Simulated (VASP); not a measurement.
# Ge (P1) in VASP: relaxation of cell and atoms with PBE

Aim: the relaxation of cell and atoms of Ge with PBE.

Everything below comes from runs of VASP 6.6.1. Logs are shortened: lines on timing, memory, paths and dates and some standing lists are left out, and cuts for length are marked.

## (1) The cell of the first run

The typed cell holds 4 atoms: a = 2.702 Å, b = 5.418 Å, c = 5.308 Å, α = 88.31°, β = 89.26°, γ = 91.21°.

## (2) Relaxation of cell and atoms, PBE

Input file INCAR:

```
SYSTEM = Ge
  PREC = Accurate
  ENCUT = 600
  EDIFF = 1E-6
  ISMEAR = 0
  SIGMA = 0.2
  LREAL = .False.
  LASPH = .True.
  NELM = 100
  ALGO = Normal
  ISIF = 3
  LWAVE = .False.
  LCHARG = .False.
  GGA = PE
  IBRION = 2
  NSW = 80
  EDIFFG = -0.025
```

Input file KPOINTS:

```
Automatic mesh
0
Gamma
  8 4 4
  0 0 0
```

Input file POSCAR:

```
Ge
1.0
   -1.8899628965     -1.9304456640     -0.0174383496
   -3.7897442597      3.8706892886     -0.0792463517
   -0.0807989289      0.0313480316     -5.3070101039
Ge
4
Direct
    0.0701978577     -0.0271673106      0.0100913375
    0.0109810132      0.0037331498      0.5159378971
   -0.0316211159      0.4735147604     -0.0186110276
   -0.0495577549      0.5499194004      0.4925817929
```

Potentials or basis: VASP PAW PBE potentials, release 64 (Ge_d).

Started as:

```bash
> cat potpaw_PBE.64/Ge_d/POTCAR > POTCAR
> mpirun -np 1 vasp_std > vasp.out
```

OUTCAR:

```text
SYSTEM = Ge
   PREC = Accurate
   ENCUT = 600
   EDIFF = 1E-6
   ISMEAR = 0
   LREAL = .False.
   LASPH = .True.
   NELM = 100
   ISIF = 3
   GGA = PE
   IBRION = 2
   NSW = 80
   EDIFFG = -0.025

 ion  position               nearest neighbor table
   1  0.070  0.973  0.010-   2 2.63   2 2.70   3 2.72   3 2.73
   2  0.011  0.004  0.516-   4 2.47   1 2.63   1 2.70
   3  0.968  0.474  0.981-   4 2.62   1 2.72   1 2.73   4 2.76
   4  0.950  0.550  0.493-   2 2.47   3 2.62   3 2.76

  LATTYP: Found a triclinic cell.
 ALAT       =     5.9246331625
 B/A-ratio  =     1.2988774701
 C/A-ratio  =     0.4560020287
 COS(alpha) =     0.0059432236
 COS(beta)  =     0.4444604898
 COS(gamma) =     0.6392211177

  Lattice vectors:

 A1 = (   1.8091639676,   1.9617936956,  -5.2895717543)
 A2 = (  -3.8705431886,   3.9020373202,  -5.3862564556)
 A3 = (   1.8899628965,   1.9304456640,   0.0174383496)

Analysis of symmetry for initial positions (statically):
=====================================================================
 Subroutine PRICEL returns:
 Original cell was already a primitive cell.

 Routine SETGRP: Setting up the symmetry group for a
 triclinic supercell.

 Subroutine GETGRP returns: Found  1 space group operations
 (whereof  1 operations were pure point group operations)
 out of a pool of  2 trial point group operations.

The static configuration has the point symmetry C_1 .

Analysis of symmetry for dynamics (positions and initial velocities):
=====================================================================
 Subroutine PRICEL returns:
 Original cell was already a primitive cell.

 Routine SETGRP: Setting up the symmetry group for a
 triclinic supercell.

 Subroutine GETGRP returns: Found  1 space group operations
 (whereof  1 operations were pure point group operations)
 out of a pool of  2 trial point group operations.

The dynamic configuration has the point symmetry C_1 .

 Subroutine INISYM returns: Found  1 space group operations
 (whereof  1 operations are pure point group operations),
 and found     1 'primitive' translations

----------------------------------------------------------------------------------------

                                     Primitive cell

  volume of cell :      77.6283

  direct lattice vectors                    reciprocal lattice vectors
    -1.889962896 -1.930445664 -0.017438350    -0.264585219 -0.259000981  0.002498399
    -3.789744260  3.870689289 -0.079246352    -0.131980736  0.129187965  0.002772501
    -0.080798929  0.031348032 -5.307010104     0.002840191 -0.001078032 -0.188479626

  length of vectors
     2.701644741  5.417626520  5.307717721     0.370260838  0.184705527  0.188504107

  position of ions in fractional coordinates (direct lattice)
     0.070197858  0.972832689  0.010091338
     0.010981013  0.003733150  0.515937897
     0.968378884  0.473514760  0.981388972
     0.950442245  0.549919400  0.492581793

  ion indices of the primitive-cell ions
   primitive index   ion index
                 1           1
                 2           2
                 3           3
                 4           4

----------------------------------------------------------------------------------------

 KPOINTS: Automatic mesh

Automatic generation of k-mesh.
 Grid dimensions read from file:
 generate k-points for:    8    4    4

 Generating k-lattice:

  Cartesian coordinates                     Fractional coordinates (reciprocal lattice)
    -0.033073152 -0.032375123  0.000312300     0.125000000  0.000000000  0.000000000
    -0.032995184  0.032296991  0.000693125     0.000000000  0.250000000  0.000000000
     0.000710048 -0.000269508 -0.047119906    -0.000000000 -0.000000000  0.250000000

  Length of vectors
     0.046282605  0.046176382  0.047126027

  Shift w.r.t. Gamma in fractional coordinates (k-lattice)
     0.000000000  0.000000000  0.000000000

 Subroutine IBZKPT returns following result:
 ===========================================

 Found     68 irreducible k-points:

 Following reciprocal coordinates:
            Coordinates               Weight
  0.000000  0.000000  0.000000      1.000000
  0.125000  0.000000  0.000000      2.000000
  0.250000  0.000000  0.000000      2.000000
  0.375000 -0.000000  0.000000      2.000000
  0.500000  0.000000  0.000000      1.000000
  0.000000  0.250000  0.000000      2.000000
[... 16 lines left out ...]
  0.500000  0.000000  0.250000      2.000000
 -0.375000 -0.000000  0.250000      2.000000
 [... further k-points ...]
   k-points           NKPTS =     68   k-points in BZ     NKDIM =     68   number of bands    NBANDS=     33
   number of dos      NEDOS =    301   number of ions     NIONS =      4
   total plane-waves  NPLWV =  48384
   dimension x,y,z NGX =    24 NGY =   48 NGZ =   42
   dimension x,y,z NGXF=    48 NGYF=   96 NGZF=   84
   ions per type =               4
   NGX,Y,Z   is equivalent  to a cutoff of  14.77, 14.73, 13.16 a.u.
   NGXF,Y,Z  is equivalent  to a cutoff of  29.54, 29.46, 26.31 a.u.
 SYSTEM =  Ge
   PREC   = accura    normal or accurate (medium, high low for compatibility)
   ISTART =      0    job   : 0-new  1-cont  2-samecut
   ICHARG =      2    charge: 1-file 2-atom 10-const
   ISPIN  =      1    spin polarized calculation?
   LNONCOLLINEAR =      F non collinear calculations
   LSORBIT =      F    spin-orbit coupling
   LASPH  =      T    aspherical Exc in radial PAW
   ENCUT  =  600.0 eV  44.10 Ry    6.64 a.u.   5.40 10.82 10.60*2*pi/ulx,y,z
   NELM   =    100;   NELMIN=  2; NELMDL= -5     # of ELM steps
   EDIFF  = 0.1E-05   stopping-criterion for ELM
   LREAL  =      F    real-space projection
   EDIFFG = -.3E-01   stopping-criterion for IOM
   NSW    =     80    number of steps for IOM
   IBRION =      2    ionic relax: 0-MD 1-quasi-New 2-CG
   NFREE  =      1    steps in history (QN), initial steepest desc. (CG)
   ISIF   =      3    stress and relaxation
   ISYM   =      2    0-nonsym 1-usesym 2-fastsym
   POTIM  = 0.5000    time-step for ionic-motion
   TEBEG  =    0.0;   TEEND  =   0.0 temperature during run
   PSTRESS=    0.0 pullay stress
   NELECT =      56.0000    total number of electrons
   NUPDOWN=      -1.0000    fix difference up-down
   EMIN   =  10.00;   EMAX   =-10.00  energy-range for DOS
   EFERMI =   0.00;   METHOD = LEGACY
   ISMEAR =     0;   SIGMA  =   0.20  broadening in eV -4-tet -1-fermi 0-gaus
   EFERMI_NEDOS =   21; number of points for ismear=-14 and -15
   IALGO  =     38    algorithm
   IMIX   =      4    mixing-type and parameters
     AMIX     =   0.40;   BMIX     =  1.00
     AMIX_MAG =   1.60;   BMIX_MAG =  1.00
  volume/ion in A,a.u.               =      19.41       130.97
  Fermi-wavevector in a.u.,A,eV,Ry     =   1.468241  2.774574 29.330526  2.155733
  Thomas-Fermi vector in A             =   2.583763
   LORBIT       =      0    0 simple, 1 ext, 2 COOP (PROOUT), +10 PAW based schemes
   GGA     = PE    functional components
   LHFCALC =     F    Hartree Fock is set to
   AEXX    =    0.0000 exact exchange contribution
   IVDW    =     0    specifies the selected vdW correction
   LEPSILON=     F    determine dielectric tensor
   LRPA    =     F    only Hartree local field effects (RPA)
 conjugate gradient relaxation of ions
 non-spin polarized calculation
 Gauss-broadening in eV      SIGMA  =   0.20
  energy-cutoff  :      600.00
  volume of cell :       77.63
 maximum number of plane-waves:      2612
 NGX is ok and might be reduce to    24
   NGX = 11   NGY = 21   NGZ = 21

--------------------------------------- Ionic step        1  -------------------------------------------

 number of electron      56.0000025 magnetization

 Free energy of the ion-electron system (eV)
  ---------------------------------------------------
  ext. energy  EPLUGINS =         0.00000000
  ---------------------------------------------------
  free energy    TOTEN  =       -16.80183412 eV

  energy without entropy =      -16.75268655  energy(sigma->0) =      -16.77726034

------------------------ aborting loop because EDIFF is reached ----------------------------------------

  FORCE on cell =-STRESS in cart. coord.  units (eV):
  Direction    XX          YY          ZZ          XY          YZ          ZX
  --------------------------------------------------------------------------------------
  -------------------------------------------------------------------------------------
  Total        2.2955608      1.9881021      1.1811869     -0.5944886     -0.0053873     -0.1344644
  in kB       47.3782776     41.0326110     24.3786187    -12.2697023     -0.1111889     -2.7752228
  external PRESSURE =      37.5965024 kB  Pullay stress =       0.0000000 kB
[... 95 lines left out ...]
  FREE ENERGIE OF THE ION-ELECTRON SYSTEM (eV)
  ---------------------------------------------------
  free  energy   TOTEN  =       -16.9051790049 eV

  energy  without entropy=      -16.8542971663  energy(sigma->0) =      -16.87973809

[... ionic steps 4 to 34 ...]

--------------------------------------- Ionic step       35  -------------------------------------------

 number of electron      56.0000033 magnetization

------------------------ aborting loop because EDIFF is reached ----------------------------------------

  FORCE on cell =-STRESS in cart. coord.  units (eV):
  Direction    XX          YY          ZZ          XY          YZ          ZX
  --------------------------------------------------------------------------------------
  -------------------------------------------------------------------------------------
  Total       -0.1045812     -0.1063208     -0.1123602      0.0429254     -0.0121580      0.0124548
  in kB       -2.0662898     -2.1006613     -2.2199849      0.8481096     -0.2402141      0.2460791
  external PRESSURE =      -2.1289787 kB  Pullay stress =       0.0000000 kB
[... 61 lines left out ...]
  energy  without entropy=      -16.9149204509  energy(sigma->0) =      -16.93589636

--------------------------------------- Ionic step       37  -------------------------------------------

 number of electron      56.0000028 magnetization

 Free energy of the ion-electron system (eV)
  ---------------------------------------------------
  ext. energy  EPLUGINS =         0.00000000
  ---------------------------------------------------
  free energy    TOTEN  =       -16.95729043 eV

  energy without entropy =      -16.91583448  energy(sigma->0) =      -16.93656246

 E-fermi :   5.7392     XC(G=0): -10.8313

 val. band max:        5.7034300014   @ k =   0.2500   0.5000   0.0000
 cond. band min:       5.7852216412   @ k =   0.3750  -0.0000   0.0000
 fundamental gap:      0.0817916398
 Fermi energy:         5.7392322433

 k-point     1 :       0.0000    0.0000    0.0000
  band No.  band energies     occupation
      1     -18.9132      2.00000
      2     -18.8968      2.00000
      3     -18.8763      2.00000
      4     -18.8614      2.00000
      5     -18.8150      2.00000
      6     -18.7839      2.00000
[... 853 lines left out ...]
     32       8.2809      0.00000
     33      10.3048      0.00000

 [... further k-points ...]
[... 5 lines left out ...]
  --------------------------------------------------------------------------------------
  -------------------------------------------------------------------------------------
  Total       -0.0653421     -0.0672988     -0.0544001      0.0032018     -0.0078990      0.0089505
  in kB       -1.2927715     -1.3314832     -1.0762882      0.0633461     -0.1562799      0.1770829
  external PRESSURE =      -1.2335143 kB  Pullay stress =       0.0000000 kB
[... 19 lines left out ...]
  FREE ENERGIE OF THE ION-ELECTRON SYSTEM (eV)
  ---------------------------------------------------
  free  energy   TOTEN  =       -16.9572904342 eV

  energy  without entropy=      -16.9158344844  energy(sigma->0) =      -16.93656246

 reached required accuracy - stopping structural energy minimisation
```

Run time: 26 min. Hardware: 1 thread of Intel Xeon 6975P-C (Granite Rapids), shared host; peak memory 0.31 GiB.

What came out:

```
Free energy                           : -16.9573 eV
Relaxed volume                        : 20.25 Å³/atom
Relaxed cell                          : a = 2.765 Å, b = 5.540 Å, c = 5.287 Å, α = 90.06°, β = 89.98°, γ = 90.08°
Space group after relaxing (to 0.1 Å) : P2_1/m (No. 11)
Energy gained by relaxing             : 38.9 meV/atom
Ionic steps                           : 37
Pressure after relaxing               : -0.1 GPa
Largest force after relaxing          : 0.024 eV/Å
Band gap on the k mesh                : zero (bands 28 and 29 overlap by 2.46 eV)
```

Forces in eV/Å, atoms in the order of the input:
```
Ge   0.007  0.008 -0.007
Ge   0.009 -0.010  0.017
Ge  -0.019  0.014 -0.003
Ge   0.003 -0.013 -0.007
```

The path:
```
step  energy change (eV)  largest force (eV/Å)  pressure (GPa)  volume (Å³)
   1              0.0000                1.0090            3.76        77.63
   2             -0.1034                0.3289           -1.10        82.85
   3             -0.1033                0.3290           -1.53        82.86
   4             -0.1298                0.2043           -0.74        81.70
   5             -0.1409                0.0771            0.48        80.03
   6             -0.1416                0.0883            0.38        80.30
   7             -0.1416                0.0908            0.38        80.36
   8             -0.1437                0.0431           -0.10        80.80
   9             -0.1439                0.0416           -0.15        80.95
  10             -0.1437                0.0567           -0.46        81.25
  11             -0.1440                0.0446           -0.18        81.02
  12             -0.1453                0.0440           -0.03        80.83
  13             -0.1458                0.0543            0.05        80.69
  14             -0.1462                0.0790            0.29        80.41
  15             -0.1462                0.0699            0.28        80.51
  16             -0.1468                0.0722            0.29        80.56
  17             -0.1479                0.0854           -0.14        80.73
  18             -0.1490                0.0818           -0.08        80.66
  19             -0.1500                0.0687            0.35        80.45
  20             -0.1501                0.0754            0.24        80.52
  21             -0.1509                0.0619           -0.09        80.78
  22             -0.1510                0.0553           -0.08        80.90
  23             -0.1509                0.0549           -0.33        81.14
  24             -0.1510                0.0544           -0.26        80.97
  25             -0.1517                0.0500           -0.22        80.89
  26             -0.1521                0.0515            0.07        80.77
  27             -0.1528                0.0387            0.03        80.81
  28             -0.1529                0.0601           -0.11        80.89
  29             -0.1530                0.0516           -0.18        80.86
  30             -0.1533                0.0525            0.06        80.57
  31             -0.1533                0.0522            0.41        80.54
  32             -0.1533                0.0534            0.14        80.57
  33             -0.1538                0.0467            0.15        80.58
  34             -0.1546                0.0481            0.21        80.60
  35             -0.1550                0.0248           -0.21        81.09
  36             -0.1550                0.0323           -0.19        80.98
  37             -0.1555                0.0240           -0.12        80.98
```

Final structure:
```yaml
crystal:
  lattice:
    - [-1.95325, -1.95663, -0.00011]
    - [-3.91578, 3.91961, 0.00668]
    - [-0.00155, -0.00061, -5.28675]
  atoms:
    - { symbol: Ge, position: [0.04632, 0.98109, 0.00306] }
    - { symbol: Ge, position: [0.02135, 0.01952, 0.50349] }
    - { symbol: Ge, position: [0.97433, 0.48001, 0.99673] }
    - { symbol: Ge, position: [0.95800, 0.51938, 0.49672] }
```

The gap in the log of VASP goes by the Fermi energy; the results here count the filled bands.